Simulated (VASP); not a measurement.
# TePb (rocksalt type) (Fm-3m) in VASP: notebook, part 2 of 2

VASP 6.6.1. The steps go on from the part before.

### 3 Relaxation of cell and atoms, PBE, target pressure 17 GPa, at which the enthalpy is minimised

This run uses another cell than the first one, of 27.62 Å³/atom, 0.940 times its volume.

Contents of INCAR:

```
SYSTEM = TePb
ALGO = Normal
EDIFF = 1E-7
EDIFFG = -0.005
ENCUT = 600
GGA = PE
IBRION = 2
ISIF = 3
ISMEAR = -1
LASPH = .TRUE.
LCHARG = .FALSE.
LREAL = .FALSE.
LWAVE = .FALSE.
NELM = 60
NSW = 60
PREC = Accurate
PSTRESS = 170.0
SIGMA = 0.05
```

Contents of KPOINTS:

```
k-points
0
G
  12 12 12
  0 0 0
```

Contents of POSCAR:

```
TePb
1.0
    0.0000000000      3.0226319982      3.0226319982
    3.0226319982      0.0000000000      3.0226319982
    3.0226319982      3.0226319982      0.0000000000
Pb Te
1 1
Direct
    0.0000000000      0.0000000000      0.0000000000
    0.5000000000      0.5000000000      0.5000000000
```

Potentials or basis: VASP PAW PBE potentials, release 64 (Pb_d, Te).

Run with:

```console
$ cat potpaw_PBE.64/Pb_d/POTCAR potpaw_PBE.64/Te/POTCAR > POTCAR
$ mpirun -np 1 vasp_std > vasp.out
```

OUTCAR:

```text
SYSTEM = TePb
   EDIFF = 1E-7
   EDIFFG = -0.005
   ENCUT = 600
   GGA = PE
   IBRION = 2
   ISIF = 3
   ISMEAR = -1
   LASPH = .TRUE.
   LREAL = .FALSE.
   NELM = 60
   NSW = 60
   PREC = Accurate
   PSTRESS = 170.0

 ion  position               nearest neighbor table
   1  0.000  0.000  0.000-   2 3.02   2 3.02   2 3.02   2 3.02   2 3.02   2 3.02
   2  0.500  0.500  0.500-   1 3.02   1 3.02   1 3.02   1 3.02   1 3.02   1 3.02

  LATTYP: Found a face centered cubic cell.
 ALAT       =     6.0452639964

  Lattice vectors:

 A1 = (   0.0000000000,   3.0226319982,   3.0226319982)
 A2 = (   3.0226319982,   0.0000000000,   3.0226319982)
 A3 = (   3.0226319982,   3.0226319982,   0.0000000000)

Analysis of symmetry for initial positions (statically):
=====================================================================
 Subroutine PRICEL returns:
 Original cell was already a primitive cell.

 Routine SETGRP: Setting up the symmetry group for a
[... 260 lines left out ...]
 Fermi energy:         8.7315660669

 k-point     1 :       0.0000    0.0000    0.0000
  band No.  band energies     occupation
      1      -8.6858      2.00000
      2      -8.6858      2.00000
      3      -8.6569      2.00000
      4      -8.6569      2.00000
      5      -8.6569      2.00000
      6      -5.4113      2.00000
      7       3.5393      2.00000
      8       6.3289      2.00000
      9       6.3289      2.00000
     10       6.3289      2.00000
     11      12.7682      0.00000
     12      12.7682      0.00000
     13      12.7682      0.00000
     14      13.7986      0.00000
[... 377 lines left out ...]
      1      -8.7508      2.00000
      2      -8.7161      2.00000
      3      -8.6498      2.00000
      4      -8.6266      2.00000
      5      -8.6173      2.00000
      6      -3.1929      2.00000
      7      -1.1001      2.00000
      8       4.7852      2.00000
      9       6.2930      2.00000
     10       7.1146      2.00000
     11      10.2163      0.00000
     12      10.2543      0.00000
     13      12.3648      0.00000
     14      15.5662      0.00000

 [... further k-points ...]
[... 5 lines left out ...]
  --------------------------------------------------------------------------------------
  -------------------------------------------------------------------------------------
  Total        5.8524947      5.8524947      5.8524947      0.0000000      0.0000000     -0.0000000
  in kB      170.0507190    170.0507190    170.0507190      0.0000000      0.0000000     -0.0000000
  external PRESSURE =       0.0507190 kB  Pullay stress =     170.0000000 kB
[... 21 lines left out ...]
  energy  without entropy=       -6.8591560484  energy(sigma->0) =       -6.85926277

  enthalpy is  TOTEN    =        -1.0086203147 eV   P V=        5.8507491695

 reached required accuracy - stopping structural energy minimisation
```

OSZICAR:

```text
N       E                     dE             d eps       ncg     rms          rms(c)
DAV:   1     0.160973865966E+03    0.16097E+03   -0.10381E+04  2022   0.163E+03
DAV:   2     0.473742884094E+01   -0.15624E+03   -0.15306E+03  2064   0.366E+02
DAV:   3    -0.665750931113E+01   -0.11395E+02   -0.11152E+02  2724   0.102E+02
[... 30 lines left out ...]
DAV:   5    -0.685936961845E+01    0.18631E-05   -0.27669E-06  2798   0.178E-02    0.487E-03
DAV:   6    -0.685936912888E+01    0.48957E-06   -0.20863E-07  1766   0.632E-03    0.123E-03
DAV:   7    -0.685936934256E+01   -0.21369E-06   -0.19251E-08  1026   0.203E-03    0.567E-04
DAV:   8    -0.685936948589E+01   -0.14333E-06   -0.73225E-09  1026   0.914E-04    0.173E-04
DAV:   9    -0.685936948421E+01    0.16764E-08   -0.16627E-09  1008   0.667E-04
   3 F= -.10086203E+01 E0= -.10085136E+01  d E =-.483154E-04
```

Wall time 1.8 min (1 thread of Intel Xeon Platinum 8488C (Sapphire Rapids), shared host); peak memory 0.25 GiB.

What came out:

```
Free energy                                            : -6.8594 eV
Relaxed volume                                         : 27.57 Å³/atom
Relaxed cell                                           : a = 4.272 Å, b = 4.272 Å, c = 4.272 Å, α = 60.00°, β = 60.00°, γ = 60.00°
Space group after relaxing (to 0.05 Å)                 : Fm-3m (No. 225)
Energy change on relaxing (the enthalpy is what falls) : +4.8 meV/atom
Ionic steps                                            : 3
Pressure after relaxing                                : 17.0 GPa
Band gap on the k mesh                                 : 0.17 eV, direct
```

The path:
```tsv
step	energy change (eV)	largest force (eV/Å)	pressure (GPa)	volume (Å³)
1	0.0000	0.0000	16.83	55.23
2	0.0248	0.0000	17.28	55.00
3	0.0096	0.0000	17.01	55.14
```

Final structure:
```
Pb Te
1.0
     0.00000    3.02098    3.02098
     3.02098    0.00000    3.02098
     3.02098    3.02098    0.00000
Pb Te
1 1
Direct
  0.00000 0.00000 0.00000
  0.50000 0.50000 0.50000
```

Caveat: the cell is relaxed towards a set pressure, so the enthalpy falls and the energy may rise; spin-orbit coupling is left out, which moves the levels of the heavy elements. A k mesh can miss the band edges.

### 4 Relaxation of cell and atoms, PBE, target pressure 17 GPa, at which the enthalpy is minimised

This run uses another cell than the first one, of 27.57 Å³/atom, 0.939 times its volume.

Contents of INCAR:

```
PREC = Accurate
ENCUT = 600
EDIFF = 1E-7
ISMEAR = -1
SIGMA = 0.05
LREAL = F
LASPH = T
NELM = 80
ALGO = Normal
ISIF = 3
LWAVE = F
LCHARG = F
GGA = PE
IBRION = 2
NSW = 32
EDIFFG = -0.005
PSTRESS = 170.0
```

Contents of KPOINTS:

```
Automatic mesh
0
Gamma
  12 12 12
```

Contents of POSCAR:

```
TePb
1.0
    0.0000000000      3.0211304617      3.0211304617
    3.0211304617      0.0000000000      3.0211304617
    3.0211304617      3.0211304617      0.0000000000
Pb Te
1 1
Direct
    0.0000000000      0.0000000000      0.0000000000
    0.5000000000      0.5000000000      0.5000000000
```

Run with:

```console
$ cat potpaw_PBE.64/Pb_d/POTCAR potpaw_PBE.64/Te/POTCAR > POTCAR
$ mpirun -np 1 vasp_std > vasp.out
```

It took 34 s on 1 thread of Intel Xeon 6975P-C (Granite Rapids), shared host; peak memory 0.24 GiB.

It converged, with:

```yaml
Free_energy: -6.8602 eV
Pressure_after_relaxing: 17.0 GPa
Band_gap_on_the_k_mesh: 0.17 eV, direct
```

Final structure:
```
CELL_PARAMETERS angstrom
0.00000 3.02113 3.02113
3.02113 0.00000 3.02113
3.02113 3.02113 0.00000
ATOMIC_POSITIONS crystal
Pb 0.00000 0.00000 0.00000
Te 0.50000 0.50000 0.50000
```

Levels at points of the mesh, in eV from the valence-band top:
| k point | band 6 | band 7 | band 8 | band 9 | band 10 | band 11 | band 12 | band 13 | band 14 |
| --- | --- | --- | --- | --- | --- | --- | --- | --- | --- |
| (0.00, 0.00, 0.00) | -14.06 | -5.11 | -2.32 | -2.32 | -2.32 | 4.12 | 4.12 | 4.12 | 5.15 |
| (0.50, 0.00, 0.00) | -12.02 | -10.02 | -1.67 | -1.67 | 0.00 | 0.17 | 0.55 | 0.55 | 8.51 |
| (0.50, 0.50, 0.00) | -11.48 | -7.80 | -6.39 | -4.22 | -4.22 | 2.20 | 6.11 | 6.11 | 7.80 |

Caveat: the relaxation stopped at its first step, so nothing moved; the cell is relaxed towards a set pressure, so the enthalpy falls and the energy may rise; spin-orbit coupling is left out, which moves the levels of the heavy elements.

### 5 Overview

| cell | k mesh | gap on the mesh (eV) | pressure (GPa) |
| --- | --- | --- | --- |
| relaxed from a = 4.363 Å, angles 60.0°, 2 atoms | 11 × 11 × 11 | - | 0.0 |
| relaxed to 17 GPa from a = 4.275 Å, angles 60.0°, 2 atoms | 12 × 12 × 12 | 0.17 | 17.0 |
| relaxed to 17 GPa from a = 4.273 Å, angles 60.0°, 2 atoms | 12 × 12 × 12 | 0.17 | 17.0 |

Alike in all rows: task relaxation of cell and atoms; level PBE; potentials or basis VASP PAW PBE potentials, release 64 (Pb_d, Te); no spin polarisation; cutoff (eV) 600; smearing fermi-dirac 0.05 eV.

Caveats: spin-orbit coupling is left out, which moves the levels of the heavy elements; the cell is relaxed towards a set pressure, so the enthalpy falls and the energy may rise (some runs); the volume moved by over 15 % at a fixed basis, so the end points are rough (some runs); the relaxation stopped at its first step, so nothing moved (some runs).

Total energies depend on the potentials used, so only differences within one code and one set of settings carry meaning.
